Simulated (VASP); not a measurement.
# SiC (pbesol) (Fm-3m) in VASP: further runs, part 2 of 2

VASP 6.6.1. The steps go on from the part before.

### Step 4. Relaxation of cell and atoms, PBEsol, target pressure 187.5 GPa, at which the enthalpy is minimised

Contents of INCAR:

```
PREC = Accurate
ENCUT = 600
EDIFF = 1E-7
ISMEAR = 0
SIGMA = 0.02
LREAL = False
LASPH = True
NELM = 120
ALGO = Normal
ISIF = 3
LWAVE = False
LCHARG = False
GGA = PS
IBRION = 2
NSW = 70
EDIFFG = -0.004
PSTRESS = 1875.0
GGA_COMPAT = False
NELMIN = 4
```

Contents of KPOINTS:

```
regular mesh
0
Gamma
  16 16 16
```

Contents of POSCAR:

```
SiC
1.0
    0.0000000000      1.8436272668      1.8436272668
    1.8436272668      0.0000000000      1.8436272668
    1.8436272668      1.8436272668      0.0000000000
C Si
1 1
Direct
    0.0000000000      0.0000000000      0.0000000000
    0.5000000000      0.5000000000      0.5000000000
```

Command:

```console
$ cat potpaw_PBE.64/C/POTCAR potpaw_PBE.64/Si/POTCAR > POTCAR
$ mpirun -np 1 vasp_std > vasp.out
```

Wall time 56 s (1 thread of Intel Xeon 6975P-C, shared host); peak memory 0.15 GiB.

The run converged. Its results:

```yaml
Free_energy: -12.5008 eV
Relaxed_volume: 5.81 Å³/atom
Relaxed_cell: a = 2.542 Å, b = 2.542 Å, c = 2.542 Å, α = 60.00°, β = 60.00°, γ = 60.00°
Space_group_after_relaxing_to_0.05_Å: Fm-3m (No. 225)
Energy_change_on_relaxing_the_enthalpy_is_what_falls: +444.8 meV/atom
Ionic_steps: 5
Pressure_after_relaxing: 187.5 GPa
Band_gap_on_the_k_mesh: 0.48 eV, indirect (least direct gap 6.38 eV)
```

The path:
```tsv
step	energy change (eV)	largest force (eV/Å)	pressure (GPa)	volume (Å³)
1	0.0000	0.0000	125.83	12.53
2	7.5160	0.0000	604.16	8.65
3	0.7572	0.0000	178.62	11.73
4	0.8655	0.0000	185.89	11.63
5	0.8896	0.0000	187.50	11.61
```

Final structure:
```
C Si
1.0
     0.00000    1.79740    1.79740
     1.79740    0.00000    1.79740
     1.79740    1.79740    0.00000
C Si
1 1
Cartesian
  0.0000 0.0000 0.0000
  1.7974 1.7974 1.7974
```

Levels at points of the mesh, in eV from the valence-band top:
| k point | band 1 | band 2 | band 3 | band 4 | band 5 | band 6 | band 7 | band 8 |
| --- | --- | --- | --- | --- | --- | --- | --- | --- |
| (0.00, 0.00, 0.00) | -23.14 | 0.00 | 0.00 | 0.00 | 8.89 | 8.89 | 8.89 | 15.01 |
| (0.50, 0.00, 0.00) | -16.38 | -14.85 | -2.24 | -2.24 | 7.12 | 7.12 | 8.24 | 13.68 |
| (0.50, 0.50, 0.00) | -13.51 | -13.51 | -5.90 | -5.90 | 0.48 | 1.91 | 20.25 | 20.73 |

Caveat: the cell is relaxed towards a set pressure, so the enthalpy falls and the energy may rise; the PAW data sets were made with another functional, which shifts forces and pressure a little. A k mesh can miss the band edges.

### Step 5. Relaxation of cell and atoms, PBEsol, target pressure 75 GPa, at which the enthalpy is minimised

This run uses another cell than the first one, of 6.78 Å³/atom, 1.082 times its volume.

Contents of INCAR:

```
SYSTEM = SiC
PREC = Accurate ; ENCUT = 600
EDIFF = 1E-7 ; ISMEAR = 0
SIGMA = 0.02 ; LREAL = .FALSE.
LASPH = .TRUE. ; NELM = 120
ALGO = Normal ; ISIF = 3
LWAVE = .FALSE. ; LCHARG = .FALSE.
GGA = PS ; IBRION = 2
NSW = 70 ; EDIFFG = -0.004
PSTRESS = 750.0 ; GGA_COMPAT = .FALSE.
NELMIN = 4
```

Contents of KPOINTS:

```
regular mesh
0
G
  16 16 16
  0 0 0
```

Contents of POSCAR:

```
SiC
1.0
    0.0000000000      1.8927670880      1.8927670880
    1.8927670880      0.0000000000      1.8927670880
    1.8927670880      1.8927670880      0.0000000000
C Si
1 1
Direct
    0.0000000000      0.0000000000      0.0000000000
    0.5000000000      0.5000000000      0.5000000000
```

Potentials or basis: VASP PAW PBE potentials, release 64 (C, Si).

Command:

```console
$ cat potpaw_PBE.64/C/POTCAR potpaw_PBE.64/Si/POTCAR > POTCAR
$ mpirun -np 1 vasp_std > vasp.out
```

OUTCAR:

```text
SYSTEM = SiC
   PREC = Accurate
   ENCUT = 600
   EDIFF = 1E-7
   ISMEAR = 0
   LREAL = .FALSE.
   LASPH = .TRUE.
   NELM = 120
   ISIF = 3
   GGA = PS
   IBRION = 2
   NSW = 70
   EDIFFG = -0.004
   PSTRESS = 750.0
   NELMIN = 4

 ion  position               nearest neighbor table
   1  0.000  0.000  0.000-   2 1.89   2 1.89   2 1.89   2 1.89   2 1.89   2 1.89
   2  0.500  0.500  0.500-   1 1.89   1 1.89   1 1.89   1 1.89   1 1.89   1 1.89

  LATTYP: Found a face centered cubic cell.
 ALAT       =     3.7855341760

  Lattice vectors:

 A1 = (   0.0000000000,   1.8927670880,   1.8927670880)
 A2 = (   1.8927670880,   0.0000000000,   1.8927670880)
 A3 = (   1.8927670880,   1.8927670880,   0.0000000000)

Analysis of symmetry for initial positions (statically):
=====================================================================
 Subroutine PRICEL returns:
 Original cell was already a primitive cell.

 Routine SETGRP: Setting up the symmetry group for a
 face centered cubic supercell.

 Subroutine GETGRP returns: Found 48 space group operations
 (whereof 48 operations were pure point group operations)
 out of a pool of 48 trial point group operations.

The static configuration has the point symmetry O_h .

Analysis of symmetry for dynamics (positions and initial velocities):
=====================================================================
 Subroutine PRICEL returns:
 Original cell was already a primitive cell.

 Routine SETGRP: Setting up the symmetry group for a
 face centered cubic supercell.

 Subroutine GETGRP returns: Found 48 space group operations
 (whereof 48 operations were pure point group operations)
 out of a pool of 48 trial point group operations.

The dynamic configuration has the point symmetry O_h .

 Subroutine INISYM returns: Found 48 space group operations
 (whereof 48 operations are pure point group operations),
 and found     1 'primitive' translations

----------------------------------------------------------------------------------------

                                     Primitive cell

  volume of cell :      13.5619

  direct lattice vectors                    reciprocal lattice vectors
     0.000000000  1.892767088  1.892767088    -0.264163511  0.264163511  0.264163511
     1.892767088  0.000000000  1.892767088     0.264163511 -0.264163511  0.264163511
     1.892767088  1.892767088  0.000000000     0.264163511  0.264163511 -0.264163511

  length of vectors
     2.676776886  2.676776886  2.676776886     0.457544623  0.457544623  0.457544623

  position of ions in fractional coordinates (direct lattice)
     0.000000000  0.000000000  0.000000000
     0.500000000  0.500000000  0.500000000

  ion indices of the primitive-cell ions
   primitive index   ion index
                 1           1
                 2           2

----------------------------------------------------------------------------------------

 KPOINTS: regular mesh

Automatic generation of k-mesh.
 Grid dimensions read from file:
 generate k-points for:   16   16   16

 Generating k-lattice:

[... 44 lines left out ...]
   number of dos      NEDOS =    301   number of ions     NIONS =      2
   total plane-waves  NPLWV =  13824
   dimension x,y,z NGX =    24 NGY =   24 NGZ =   24
   dimension x,y,z NGXF=    48 NGYF=   48 NGZF=   48
   ions per type =               1   1
   NGX,Y,Z   is equivalent  to a cutoff of  14.91, 14.91, 14.91 a.u.
   NGXF,Y,Z  is equivalent  to a cutoff of  29.81, 29.81, 29.81 a.u.
 SYSTEM =  SiC
   PREC   = accura    normal or accurate (medium, high low for compatibility)
   ISTART =      0    job   : 0-new  1-cont  2-samecut
   ICHARG =      2    charge: 1-file 2-atom 10-const
   ISPIN  =      1    spin polarized calculation?
   LNONCOLLINEAR =      F non collinear calculations
   LSORBIT =      F    spin-orbit coupling
   LASPH  =      T    aspherical Exc in radial PAW
   ENCUT  =  600.0 eV  44.10 Ry    6.64 a.u.   5.35  5.35  5.35*2*pi/ulx,y,z
   NELM   =    120;   NELMIN=  4; NELMDL= -5     # of ELM steps
   EDIFF  = 0.1E-06   stopping-criterion for ELM
   LREAL  =      F    real-space projection
   EDIFFG = -.4E-02   stopping-criterion for IOM
   NSW    =     70    number of steps for IOM
   IBRION =      2    ionic relax: 0-MD 1-quasi-New 2-CG
   NFREE  =      1    steps in history (QN), initial steepest desc. (CG)
   ISIF   =      3    stress and relaxation
   ISYM   =      2    0-nonsym 1-usesym 2-fastsym
   POTIM  = 0.5000    time-step for ionic-motion
   TEBEG  =    0.0;   TEEND  =   0.0 temperature during run
   PSTRESS=  750.0 pullay stress
   NELECT =       8.0000    total number of electrons
   NUPDOWN=      -1.0000    fix difference up-down
   EMIN   =  10.00;   EMAX   =-10.00  energy-range for DOS
   EFERMI =   0.00;   METHOD = LEGACY
   ISMEAR =     0;   SIGMA  =   0.02  broadening in eV -4-tet -1-fermi 0-gaus
   EFERMI_NEDOS =   21; number of points for ismear=-14 and -15
   IALGO  =     38    algorithm
   IMIX   =      4    mixing-type and parameters
     AMIX     =   0.40;   BMIX     =  1.00
     AMIX_MAG =   1.60;   BMIX_MAG =  1.00
  volume/ion in A,a.u.               =       6.78        45.76
  Fermi-wavevector in a.u.,A,eV,Ry     =   1.372980  2.594557 25.648003  1.885075
  Thomas-Fermi vector in A             =   2.498539
   LORBIT       =      0    0 simple, 1 ext, 2 COOP (PROOUT), +10 PAW based schemes
   GGA     = PS    functional components
   LHFCALC =     F    Hartree Fock is set to
   AEXX    =    0.0000 exact exchange contribution
   IVDW    =     0    specifies the selected vdW correction
   LEPSILON=     F    determine dielectric tensor
   LRPA    =     F    only Hartree local field effects (RPA)
 conjugate gradient relaxation of ions
 non-spin polarized calculation
 Gauss-broadening in eV      SIGMA  =   0.02
  energy-cutoff  :      600.00
  volume of cell :       13.56
 maximum number of plane-waves:       469
 NGX is ok and might be reduce to    24
   NGX = 11   NGY = 11   NGZ = 11

--------------------------------------- Ionic step        1  -------------------------------------------

 number of electron       8.0000000 magnetization

 Free energy of the ion-electron system (eV)
  ---------------------------------------------------
  ext. energy  EPLUGINS =         0.00000000
  ---------------------------------------------------
  free energy    TOTEN  =       -14.03050075 eV

  energy without entropy =      -14.03050075  energy(sigma->0) =      -14.03050075

------------------------ aborting loop because EDIFF is reached ----------------------------------------

  FORCE on cell =-STRESS in cart. coord.  units (eV):
  Direction    XX          YY          ZZ          XY          YZ          ZX
  --------------------------------------------------------------------------------------
  -------------------------------------------------------------------------------------
  Total        6.4054783      6.4054783      6.4054783     -0.0000000      0.0000000     -0.0000000
  in kB      756.7294289    756.7294289    756.7294289     -0.0000000      0.0000000     -0.0000000
  external PRESSURE =       6.7294289 kB  Pullay stress =     750.0000000 kB
[... 63 lines left out ...]
--------------------------------------- Ionic step        3  -------------------------------------------

 number of electron       8.0000000 magnetization

 Free energy of the ion-electron system (eV)
  ---------------------------------------------------
  ext. energy  EPLUGINS =         0.00000000
  ---------------------------------------------------
  free energy    TOTEN  =       -14.03809896 eV

  energy without entropy =      -14.03809896  energy(sigma->0) =      -14.03809896

 E-fermi :  15.9040     XC(G=0): -13.7089

 val. band max:       15.7110137303   @ k =  -0.0625   0.0625   0.0000
 cond. band min:      16.2259073019   @ k =   0.5000   0.5000   0.0000
 fundamental gap:      0.5148935716
 Fermi energy:        15.9039682648

 k-point     1 :       0.0000    0.0000    0.0000
  band No.  band energies     occupation
      1      -5.2811      2.00000
      2      15.7078      2.00000
      3      15.7078      2.00000
      4      15.7078      2.00000
      5      24.6010      0.00000
      6      24.6010      0.00000
      7      24.6010      0.00000
      8      27.1382      0.00000
[... 243 lines left out ...]
 k-point    24 :      -0.0625    0.0625    0.0000
  band No.  band energies     occupation
      1      -4.9918      2.00000
      2      14.5151      2.00000
      3      14.9131      2.00000
      4      15.7110      2.00000
      5      24.1241      0.00000
      6      24.9178      0.00000
      7      25.4289      0.00000
      8      27.2629      0.00000

 [... further k-points ...]

------------------------ aborting loop because EDIFF is reached ----------------------------------------

  FORCE on cell =-STRESS in cart. coord.  units (eV):
  Direction    XX          YY          ZZ          XY          YZ          ZX
  --------------------------------------------------------------------------------------
  -------------------------------------------------------------------------------------
  Total        6.3569708      6.3569708      6.3569708      0.0000000      0.0000000      0.0000000
  in kB      750.1050418    750.1050418    750.1050418      0.0000000      0.0000000      0.0000000
  external PRESSURE =       0.1050418 kB  Pullay stress =     750.0000000 kB
[... 21 lines left out ...]
  energy  without entropy=      -14.0380989604  energy(sigma->0) =      -14.03809896

  enthalpy is  TOTEN    =        -7.6820183353 eV   P V=        6.3560806251

 reached required accuracy - stopping structural energy minimisation
```

OSZICAR:

```text
N       E                     dE             d eps       ncg     rms          rms(c)
DAV:   1     0.704824281130E+01    0.70482E+01   -0.50184E+03  2328   0.107E+03
[... 19 lines left out ...]
   2 F= -.76818177E+01 E0= -.76818177E+01  d E =0.167237E-03
       N       E                     dE             d eps       ncg     rms          rms(c)
DAV:   1    -0.140381283764E+02    0.18410E-01   -0.19423E-03  3352   0.424E-01    0.616E-02
DAV:   2    -0.140381041842E+02    0.24192E-04   -0.53181E-05  2600   0.525E-02    0.317E-02
DAV:   3    -0.140380993180E+02    0.48662E-05   -0.97987E-06  3600   0.233E-02    0.796E-03
DAV:   4    -0.140380989022E+02    0.41580E-06   -0.73535E-07  2584   0.585E-03    0.222E-03
DAV:   5    -0.140380989604E+02   -0.58249E-07   -0.11382E-08  1448   0.104E-03
   3 F= -.76820183E+01 E0= -.76820183E+01  d E =-.333741E-04
```

CONTCAR:

```text
SiC
   1.00000000000000
     0.0000000000000000    1.8935185915432615    1.8935185915432615
     1.8935185915432615    0.0000000000000000    1.8935185915432615
     1.8935185915432615    1.8935185915432615   -0.0000000000000000
  C               Si
     1     1
Direct
     0.0000000000000000    0.0000000000000000    0.0000000000000000
     0.5000000000000000    0.5000000000000000    0.5000000000000000

  0.00000000E+00  0.00000000E+00  0.00000000E+00
  0.00000000E+00  0.00000000E+00  0.00000000E+00
```

Wall time 23 s (1 thread of Intel Xeon 6975P-C, shared host); peak memory 0.15 GiB.

What came out:

* Free energy: -14.0381 eV
* Relaxed volume: 6.79 Å³/atom
* Relaxed cell: a = 2.678 Å, b = 2.678 Å, c = 2.678 Å, α = 60.00°, β = 60.00°, γ = 60.00°
* Space group after relaxing (to 0.05 Å): Fm-3m (No. 225)
* Energy change on relaxing (the enthalpy is what falls): -3.8 meV/atom
* Ionic steps: 3
* Pressure after relaxing: 75.0 GPa
* Band gap on the k mesh: 0.51 eV, indirect (least direct gap 5.70 eV)

The path:
| step | energy change (eV) | largest force (eV/Å) | pressure (GPa) | volume (Å³) |
| --- | --- | --- | --- | --- |
| 1 | 0.0000 | 0.0000 | 75.67 | 13.56 |
| 2 | -0.0260 | 0.0000 | 73.40 | 13.62 |
| 3 | -0.0076 | 0.0000 | 75.01 | 13.58 |

Final structure:
```
C Si
1.0
     0.00000    1.89352    1.89352
     1.89352    0.00000    1.89352
     1.89352    1.89352    0.00000
C Si
1 1
Direct
  0.00000 0.00000 0.00000
  0.50000 0.50000 0.50000
```

Caveat: the cell is relaxed towards a set pressure, so the enthalpy falls and the energy may rise; the PAW data sets were made with another functional, which shifts forces and pressure a little.

### Step 6. Relaxation of cell and atoms, PBEsol, target pressure 30 GPa, at which the enthalpy is minimised

This run uses another cell than the first one, of 6.78 Å³/atom, 1.082 times its volume.

Contents of INCAR:

```
PREC = Accurate
ENCUT = 600
EDIFF = 1E-7
ISMEAR = 0
SIGMA = 0.02
LREAL = False
LASPH = True
NELM = 120
ALGO = Normal
ISIF = 3
LWAVE = False
LCHARG = False
GGA = PS
IBRION = 2
NSW = 70
EDIFFG = -0.004
PSTRESS = 300.0
GGA_COMPAT = False
NELMIN = 4
```

Contents of KPOINTS:

```
regular mesh
0
Gamma
  16 16 16
```

POSCAR is that of step 5.

Potentials or basis: VASP PAW PBE potentials, release 64 (C, Si).

Command:

```console
$ cat potpaw_PBE.64/C/POTCAR potpaw_PBE.64/Si/POTCAR > POTCAR
$ mpirun -np 1 vasp_std > vasp.out
```

It took 94 s on 1 thread of Intel Xeon 6975P-C, shared host; peak memory 0.15 GiB.

It converged, with:

| Quantity | Value |
| --- | --- |
| Free energy | -14.4726 eV |
| Relaxed volume | 7.47 Å³/atom |
| Relaxed cell | a = 2.765 Å, b = 2.765 Å, c = 2.765 Å, α = 60.00°, β = 60.00°, γ = 60.00° |
| Space group after relaxing (to 0.05 Å) | Fm-3m (No. 225) |
| Energy change on relaxing (the enthalpy is what falls) | -221.1 meV/atom |
| Ionic steps | 18 |
| Pressure after relaxing | 30.0 GPa |
| Band gap on the k mesh | zero (band 4 reaches 14.08 eV, above the bottom of band 5 at 13.82 eV) |

Step by step:
```
step  energy change (eV)  largest force (eV/Å)  pressure (GPa)  volume (Å³)
   1              0.0000                0.0000           75.67        13.56
   2             -0.5020                0.0000          -16.33        17.72
   3             -0.4566                0.0000           27.89        15.03
   4             -0.4434                0.0000           29.82        14.96
   5             -0.4379                0.0000           30.59        14.93
   6             -0.4381                0.0000           30.57        14.93
   7             -0.4385                0.0000           30.51        14.93
   8             -0.4385                0.0000           30.51        14.93
   9             -0.4385                0.0000           30.51        14.93
  10             -0.4385                0.0000           30.51        14.93
  11             -0.4386                0.0000           30.50        14.93
  12             -0.4387                0.0000           30.49        14.93
  13             -0.4388                0.0000           30.46        14.93
  14             -0.4392                0.0000           30.41        14.93
  15             -0.4399                0.0000           30.32        14.94
  16             -0.4413                0.0000           30.12        14.95
  17             -0.4440                0.0000           29.73        14.96
  18             -0.4421                0.0000           30.00        14.95
```

Final structure:
```
CELL_PARAMETERS angstrom
0.00000 1.95524 1.95524
1.95524 0.00000 1.95524
1.95524 1.95524 0.00000
ATOMIC_POSITIONS crystal
C 0.00000 0.00000 0.00000
Si 0.50000 0.50000 0.50000
```

Levels at points of the mesh, in eV from the Fermi level:
```csv
k point,band 1,band 2,band 3,band 4,band 5,band 6,band 7,band 8
"(0.00, 0.00, 0.00)",-19.78,-0.02,-0.02,-0.02,8.85,8.85,8.85,9.43
"(0.50, 0.00, 0.00)",-14.14,-12.48,-1.37,-1.37,5.67,5.67,6.51,10.71
"(0.50, 0.50, 0.00)",-12.06,-10.88,-4.78,-4.78,-0.25,1.88,16.33,16.33
```

Caveat: the cell is relaxed towards a set pressure, so the enthalpy falls and the energy may rise; the PAW data sets were made with another functional, which shifts forces and pressure a little.

### Step 7. Summary

| cell | gap on the mesh (eV) | pressure (GPa) |
| --- | --- | --- |
| relaxed to 125 GPa from a = 2.607 Å, angles 60.0°, 2 atoms | 0.95 | 125.0 |
| relaxed to 75 GPa from a = 2.607 Å, angles 60.0°, 2 atoms | 0.51 | 74.9 |
| relaxed to 187.5 GPa from a = 2.607 Å, angles 60.0°, 2 atoms | 0.48 | 187.5 |
| relaxed to 75 GPa from a = 2.677 Å, angles 60.0°, 2 atoms | 0.51 | 75.0 |
| relaxed to 30 GPa from a = 2.677 Å, angles 60.0°, 2 atoms | none | 30.0 |

Alike in all rows: task relaxation of cell and atoms; level PBEsol; potentials or basis VASP PAW PBE potentials, release 64 (C, Si); no spin polarisation; k mesh 16 × 16 × 16; cutoff (eV) 600; smearing gaussian 0.02 eV.

Caveats: the cell is relaxed towards a set pressure, so the enthalpy falls and the energy may rise; the PAW data sets were made with another functional, which shifts forces and pressure a little.

Total energies depend on the potentials used, so only differences within one code and one set of settings carry meaning.
